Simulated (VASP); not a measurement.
# Ti (P6_3/mmc) in VASP: notebook

Runs on Ti. Level: r2SCAN. Tasks: single point.

Program: VASP 6.6.1. These are calculated values, not measurements. Logs are shortened: lines on timing, memory, paths and dates and some standing lists are left out, and cuts for length are marked.

**1. The cell of the first run**

The structure is hexagonal, space group P6_3/mmc (No. 194). The conventional cell has a = 2.773 Å, b = 2.773 Å, c = 4.686 Å, α = 90.00°, β = 90.00°, γ = 120.00°. Within 3.7 Å of Ti (site symmetry -6m2) lie 12 Ti at 2.77 to 2.84 Å.

**2. Single point, r2SCAN (strain -0.0600 x Voigt [1, 1, 0, 0, 0, 0])**

Input file POSCAR:

```
Ti
1.0
    2.7729979888      0.0000000000      0.0000000000
   -1.3864989944      2.4014867029      0.0000000000
    0.0000000000      0.0000000000      4.6860000000
Ti
2
Direct
    0.3333333333      0.6666666667      0.2500000000
    0.6666666667      0.3333333333      0.7500000000
```

Input file INCAR.step1:

```
SYSTEM = Ti
PREC = Accurate ; ENCUT = 520
ISMEAR = 0 ; SIGMA = 0.15
LREAL = .False. ; LASPH = .True.
NELM = 80 ; NBANDS = 19
GGA = PE ; ALGO = Normal
EDIFF = 1E-4 ; LWAVE = .True.
LCHARG = .False.
```

Input file INCAR.step2:

```
SYSTEM = Ti
PREC = Accurate ; ENCUT = 520
EDIFF = 1E-6 ; ISMEAR = 0
SIGMA = 0.15 ; LREAL = .False.
LASPH = .True. ; NELM = 80
ALGO = Normal ; ISIF = 2
LWAVE = .False. ; LCHARG = .False.
METAGGA = R2SCAN ; LMIXTAU = .True.
NBANDS = 19 ; ISTART = 1
```

Input file KPOINTS:

```
regular mesh
0
Gamma
  18 18 10
  0 0 0
```

Potentials or basis: VASP PAW PBE potentials, release 64 (Ti_sv).

Started as:

```bash
$ cat potpaw_PBE.64/Ti_sv/POTCAR > POTCAR
$ cp INCAR.step1 INCAR
$ mpirun -np 1 vasp_std > vasp.out
$ cp INCAR.step2 INCAR
$ mpirun -np 1 vasp_std > vasp.out
```

OUTCAR:

```text
SYSTEM = Ti
   PREC = Accurate
   ENCUT = 520
   EDIFF = 1E-6
   ISMEAR = 0
   LREAL = .False.
   LASPH = .True.
   NELM = 80
   ISIF = 2
   METAGGA = R2SCAN
   ISTART = 1

 ion  position               nearest neighbor table
   1  0.333  0.667  0.250-   2 2.84   2 2.84   2 2.84   2 2.84   2 2.84   2 2.84
   2  0.667  0.333  0.750-   1 2.84   1 2.84   1 2.84   1 2.84   1 2.84   1 2.84

  LATTYP: Found a hexagonal cell.
 ALAT       =     2.7729979888
 C/A-ratio  =     1.6898677961

  Lattice vectors:

 A1 = (   2.7729979888,   0.0000000000,   0.0000000000)
 A2 = (  -1.3864989944,   2.4014867029,   0.0000000000)
 A3 = (   0.0000000000,   0.0000000000,   4.6860000000)

Analysis of symmetry for initial positions (statically):
=====================================================================
 Subroutine PRICEL returns:
 Original cell was already a primitive cell.

 Routine SETGRP: Setting up the symmetry group for a
 hexagonal supercell.

 Subroutine GETGRP returns: Found 24 space group operations
 (whereof 12 operations were pure point group operations)
 out of a pool of 24 trial point group operations.

The static configuration has the point symmetry D_3d.
 The point group associated with its full space group is D_6h.

Analysis of symmetry for dynamics (positions and initial velocities):
=====================================================================
 Subroutine PRICEL returns:
 Original cell was already a primitive cell.

 Routine SETGRP: Setting up the symmetry group for a
 hexagonal supercell.

 Subroutine GETGRP returns: Found 24 space group operations
 (whereof 12 operations were pure point group operations)
 out of a pool of 24 trial point group operations.

The dynamic configuration has the point symmetry D_3d.
 The point group associated with its full space group is D_6h.

 Subroutine INISYM returns: Found 24 space group operations
 (whereof 12 operations are pure point group operations),
 and found     1 'primitive' translations

----------------------------------------------------------------------------------------

                                     Primitive cell

  volume of cell :      31.2056

  direct lattice vectors                    reciprocal lattice vectors
     2.772997989  0.000000000  0.000000000     0.360620528  0.208204359  0.000000000
    -1.386498994  2.401486703  0.000000000     0.000000000  0.416408718  0.000000000
     0.000000000  0.000000000  4.686000000     0.000000000  0.000000000  0.213401622

  length of vectors
     2.772997989  2.772997989  4.686000000     0.416408718  0.416408718  0.213401622

  position of ions in fractional coordinates (direct lattice)
     0.333333333  0.666666667  0.250000000
     0.666666667  0.333333333  0.750000000

  ion indices of the primitive-cell ions
   primitive index   ion index
                 1           1
                 2           2

----------------------------------------------------------------------------------------

 KPOINTS: regular mesh

Automatic generation of k-mesh.
 Grid dimensions read from file:
 generate k-points for:   18   18   10

 Generating k-lattice:

  Cartesian coordinates                     Fractional coordinates (reciprocal lattice)
     0.020034474  0.011566909  0.000000000     0.055555556  0.000000000  0.000000000
     0.000000000  0.023133818  0.000000000     0.000000000  0.055555556  0.000000000
     0.000000000  0.000000000  0.021340162     0.000000000  0.000000000  0.100000000

  Length of vectors
     0.023133818  0.023133818  0.021340162

  Shift w.r.t. Gamma in fractional coordinates (k-lattice)
     0.000000000  0.000000000  0.000000000

 Subroutine IBZKPT returns following result:
 ===========================================

 Found    222 irreducible k-points:

 Following reciprocal coordinates:
            Coordinates               Weight
  0.000000  0.000000  0.000000      1.000000
  0.055556 -0.000000  0.000000      6.000000
  0.111111 -0.000000  0.000000      6.000000
  0.166667  0.000000  0.000000      6.000000
  0.222222  0.000000  0.000000      6.000000
  0.277778 -0.000000  0.000000      6.000000
[... 16 lines left out ...]
  0.333333  0.111111  0.000000     12.000000
  0.388889  0.111111  0.000000     12.000000
 [... further k-points ...]
   k-points           NKPTS =    222   k-points in BZ     NKDIM =    222   number of bands    NBANDS=     19
   number of dos      NEDOS =    301   number of ions     NIONS =      2
   total plane-waves  NPLWV =  20736
   dimension x,y,z NGX =    24 NGY =   24 NGZ =   36
   dimension x,y,z NGXF=    48 NGYF=   48 NGZF=   72
   ions per type =               2
   NGX,Y,Z   is equivalent  to a cutoff of  14.39, 14.39, 12.77 a.u.
   NGXF,Y,Z  is equivalent  to a cutoff of  28.78, 28.78, 25.54 a.u.
 SYSTEM =  Ti
   PREC   = accura    normal or accurate (medium, high low for compatibility)
   ISTART =      1    job   : 0-new  1-cont  2-samecut
   ICHARG =      0    charge: 1-file 2-atom 10-const
   ISPIN  =      1    spin polarized calculation?
   LNONCOLLINEAR =      F non collinear calculations
   LSORBIT =      F    spin-orbit coupling
   LASPH  =      T    aspherical Exc in radial PAW
   ENCUT  =  520.0 eV  38.22 Ry    6.18 a.u.   5.16  5.16  8.71*2*pi/ulx,y,z
   NELM   =     80;   NELMIN=  2; NELMDL=  0     # of ELM steps
   EDIFF  = 0.1E-05   stopping-criterion for ELM
   LREAL  =      F    real-space projection
   EDIFFG = 0.1E-04   stopping-criterion for IOM
   NSW    =      0    number of steps for IOM
   IBRION =     -1    ionic relax: 0-MD 1-quasi-New 2-CG
   NFREE  =      0    steps in history (QN), initial steepest desc. (CG)
   ISIF   =      2    stress and relaxation
   ISYM   =      2    0-nonsym 1-usesym 2-fastsym
   POTIM  = 0.5000    time-step for ionic-motion
   TEBEG  =    0.0;   TEEND  =   0.0 temperature during run
   PSTRESS=    0.0 pullay stress
   NELECT =      24.0000    total number of electrons
   NUPDOWN=      -1.0000    fix difference up-down
   EMIN   =  10.00;   EMAX   =-10.00  energy-range for DOS
   EFERMI =   0.00;   METHOD = LEGACY
   ISMEAR =     0;   SIGMA  =   0.15  broadening in eV -4-tet -1-fermi 0-gaus
   EFERMI_NEDOS =   21; number of points for ismear=-14 and -15
   IALGO  =     38    algorithm
   IMIX   =      4    mixing-type and parameters
     AMIX     =   0.40;   BMIX     =  1.00
     AMIX_MAG =   1.60;   BMIX_MAG =  1.00
  volume/ion in A,a.u.               =      15.60       105.29
  Fermi-wavevector in a.u.,A,eV,Ry     =   1.499919  2.834437 30.609816  2.249758
  Thomas-Fermi vector in A             =   2.611487
   LORBIT       =      0    0 simple, 1 ext, 2 COOP (PROOUT), +10 PAW based schemes
   METAGGA = R2SCAN    functional components
   LHFCALC =     F    Hartree Fock is set to
   AEXX    =    0.0000 exact exchange contribution
   IVDW    =     0    specifies the selected vdW correction
   LEPSILON=     F    determine dielectric tensor
   LRPA    =     F    only Hartree local field effects (RPA)
 non-spin polarized calculation
 Gauss-broadening in eV      SIGMA  =   0.15
  energy-cutoff  :      520.00
  volume of cell :       31.21
 maximum number of plane-waves:       855
 NGX is ok and might be reduce to    24
   NGX = 11   NGY = 11   NGZ = 17

 number of electron      23.9999998 magnetization

 Free energy of the ion-electron system (eV)
  ---------------------------------------------------
  ext. energy  EPLUGINS =         0.00000000
  ---------------------------------------------------
  free energy    TOTEN  =       -25.71479397 eV

  energy without entropy =      -25.69700838  energy(sigma->0) =      -25.70590117

 E-fermi :   9.5632     XC(G=0): -12.9564

 val. band max:        9.5508562954   @ k =   0.0000   0.0000   0.4000
 cond. band min:       9.5688219380   @ k =   0.0556  -0.0000   0.1000
 fundamental gap:      0.0179656427
 Fermi energy:         9.5631801713

 k-point     1 :       0.0000    0.0000    0.0000
  band No.  band energies     occupation
      1     -49.4292      2.00000
      2     -49.2556      2.00000
      3     -25.0642      2.00000
      4     -24.1537      2.00000
      5     -24.1483      2.00000
      6     -24.1482      2.00000
[... 11 lines left out ...]
     18      12.0121      0.00000
     19      13.4801      0.00000

 k-point     2 :       0.0556   -0.0000    0.0000
  band No.  band energies     occupation
      1     -49.4236      2.00000
      2     -49.2524      2.00000
      3     -25.0541      2.00000
      4     -24.1737      2.00000
      5     -24.1560      2.00000
      6     -24.1557      2.00000
[... 11 lines left out ...]
     18      11.9500      0.00000
     19      13.5081      0.00000

 k-point     3 :       0.1111   -0.0000    0.0000
  band No.  band energies     occupation
      1     -49.4075      2.00000
      2     -49.2432      2.00000
      3     -25.0245      2.00000
      4     -24.2471      2.00000
      5     -24.1768      2.00000
      6     -24.1634      2.00000
[... 11 lines left out ...]
     18      11.7856      0.00000
     19      13.5747      0.00000

 k-point     4 :       0.1667    0.0000    0.0000
  band No.  band energies     occupation
      1     -49.3824      2.00000
      2     -49.2293      2.00000
      3     -24.9775      2.00000
      4     -24.3598      2.00000
      5     -24.2605      2.00000
      6     -24.2084      2.00000
[... 11 lines left out ...]
     18      11.7134      0.00000
     19      13.6494      0.00000

 k-point     5 :       0.2222    0.0000    0.0000
  band No.  band energies     occupation
      1     -49.3509      2.00000
      2     -49.2128      2.00000
      3     -24.9164      2.00000
      4     -24.4984      2.00000
      5     -24.3935      2.00000
      6     -24.2459      2.00000
[... 11 lines left out ...]
     18      12.1452      0.00000
     19      13.7125      0.00000
[... 334 lines left out ...]
      2     -49.1914      2.00000
      3     -24.8229      2.00000
      4     -24.6448      2.00000
      5     -24.5731      2.00000
      6     -24.3055      2.00000
[... 11 lines left out ...]
     18      13.0596      0.00000
     19      13.6374      0.00000

 k-point    22 :       0.2778    0.1111    0.0000
  band No.  band energies     occupation
      1     -49.2724      2.00000
      2     -49.1786      2.00000
      3     -24.7710      2.00000
      4     -24.7503      2.00000
      5     -24.6703      2.00000
      6     -24.3566      2.00000
[... 11 lines left out ...]
     18      13.6409      0.00000
     19      13.6672      0.00000

 k-point    23 :       0.3333    0.1111    0.0000
  band No.  band energies     occupation
      1     -49.2436      2.00000
      2     -49.1701      2.00000
      3     -24.8731      2.00000
      4     -24.7488      2.00000
      5     -24.6807      2.00000
      6     -24.3981      2.00000
[... 11 lines left out ...]
     18      13.6394      0.00000
     19      14.2752      0.00000

 k-point    24 :       0.3889    0.1111    0.0000
  band No.  band energies     occupation
      1     -49.2228      2.00000
      2     -49.1664      2.00000
      3     -24.9391      2.00000
      4     -24.7999      2.00000
      5     -24.6252      2.00000
      6     -24.4248      2.00000
[... 11 lines left out ...]
     18      13.7484      0.00000
     19      14.8501      0.00000

 [... further k-points ...]
[... 5 lines left out ...]
  --------------------------------------------------------------------------------------
  -------------------------------------------------------------------------------------
  Total        3.5190494      3.5190494      1.7062023      0.0000000      0.0000000     -0.0000000
  in kB      180.6774371    180.6774371     87.6010009      0.0000000      0.0000000     -0.0000000
  external PRESSURE =     149.6519584 kB  Pullay stress =       0.0000000 kB

 VOLUME and BASIS-vectors are now :
 -----------------------------------------------------------------------------
  energy-cutoff  :      520.00
  volume of cell :       31.21
      direct lattice vectors                 reciprocal lattice vectors
     2.772997989  0.000000000  0.000000000     0.360620528  0.208204359  0.000000000
    -1.386498994  2.401486703  0.000000000     0.000000000  0.416408718  0.000000000
     0.000000000  0.000000000  4.686000000     0.000000000  0.000000000  0.213401622

 POSITION                                       TOTAL-FORCE (eV/Angst)
 -----------------------------------------------------------------------------------
     -0.00000      1.60099      1.17150        -0.000000      0.000000      0.000000
      1.38650      0.80050      3.51450         0.000000      0.000000      0.000000
 -----------------------------------------------------------------------------------
    total drift:                               -0.000000      0.000000     -0.000000

  FREE ENERGIE OF THE ION-ELECTRON SYSTEM (eV)
  ---------------------------------------------------
  free  energy   TOTEN  =       -25.7147939655 eV

  energy  without entropy=      -25.6970083794  energy(sigma->0) =      -25.70590117
```

It took 6.1 min on 1 thread of AMD EPYC 9R45 (Zen 5), shared host; peak memory 0.21 GiB.

What came out:

- Free energy: -25.7148 eV
- Pressure: 15.0 GPa
- Band gap on the k mesh: zero (bands 12 and 13 overlap by 1.01 eV)

Stress tensor (GPa, compression positive):
```
18.07  0.00  0.00
 0.00 18.07  0.00
 0.00  0.00  8.76
```

Caveat: the cell differs from its parent crystal (strain -0.0600 x Voigt [1, 1, 0, 0, 0, 0]); the stress differs along the axes, from 9 to 18 GPa; the PAW data sets were made with another functional, which shifts forces and pressure a little.

**3. Single point, r2SCAN (strain -0.0450 x Voigt [1, 1, 0, 0, 0, 0])**

Input file POSCAR:

```
Ti
1.0
    2.8172479567      0.0000000000      0.0000000000
   -1.4086239783      2.4398082992      0.0000000000
    0.0000000000      0.0000000000      4.6860000000
Ti
2
Direct
    0.3333333333      0.6666666667      0.2500000000
    0.6666666667      0.3333333333      0.7500000000
```

Input file INCAR.step1:

```
ALGO = Normal ; EDIFF = 1E-4
ENCUT = 520 ; GGA = PE
ISMEAR = 0 ; LASPH = True
LCHARG = False ; LREAL = False
LWAVE = True ; NBANDS = 19
NELM = 60 ; PREC = Accurate
SIGMA = 0.15
```

Input file INCAR.step2:

```
ALGO = Normal ; EDIFF = 1E-6
ENCUT = 520 ; ISIF = 2
ISMEAR = 0 ; ISTART = 1
LASPH = True ; LCHARG = False
LMIXTAU = True ; LREAL = False
LWAVE = False ; METAGGA = R2SCAN
NBANDS = 19 ; NELM = 60
PREC = Accurate ; SIGMA = 0.15
```

Input file KPOINTS:

```
k-points
0
Gamma
  18 18 10
```

Potentials or basis: VASP PAW PBE potentials, release 64 (Ti_sv).

Started as:

```bash
$ cat potpaw_PBE.64/Ti_sv/POTCAR > POTCAR
$ cp INCAR.step1 INCAR
$ mpirun -np 1 vasp_std > vasp.out
$ cp INCAR.step2 INCAR
$ mpirun -np 1 vasp_std > vasp.out
```

It took 5.6 min on 1 thread of AMD EPYC 9R45 (Zen 5), shared host; peak memory 0.21 GiB.

The run converged. Its results:

| Quantity | Value |
| --- | --- |
| Free energy | -25.8106 eV |
| Pressure | 10.0 GPa |
| Band gap on the k mesh | zero (bands 12 and 13 overlap by 1.10 eV) |

Stress tensor (GPa, compression positive):
```
12.35  0.00  0.00
 0.00 12.35  0.00
 0.00  0.00  5.35
```

Levels at points of the mesh, in eV from the Fermi level:
```csv
k point,band 9,band 10,band 11,band 12,band 13,band 14,band 15,band 16
"(0.00, 0.00, 0.00)",-6.75,-3.05,0.31,0.71,1.00,1.00,1.49,1.49
"(0.50, 0.00, 0.00)",-2.55,-2.47,-2.21,-0.51,0.57,0.93,1.20,4.10
"(0.00, 0.00, 0.50)",-4.83,-4.83,-0.14,-0.14,0.98,0.98,0.98,0.98
"(0.50, 0.00, 0.50)",-2.88,-2.88,-1.06,-1.06,1.55,1.55,2.24,2.24
```

Caveat: the cell differs from its parent crystal (strain -0.0450 x Voigt [1, 1, 0, 0, 0, 0]); the stress differs along the axes, from 5 to 12 GPa; the PAW data sets were made with another functional, which shifts forces and pressure a little.
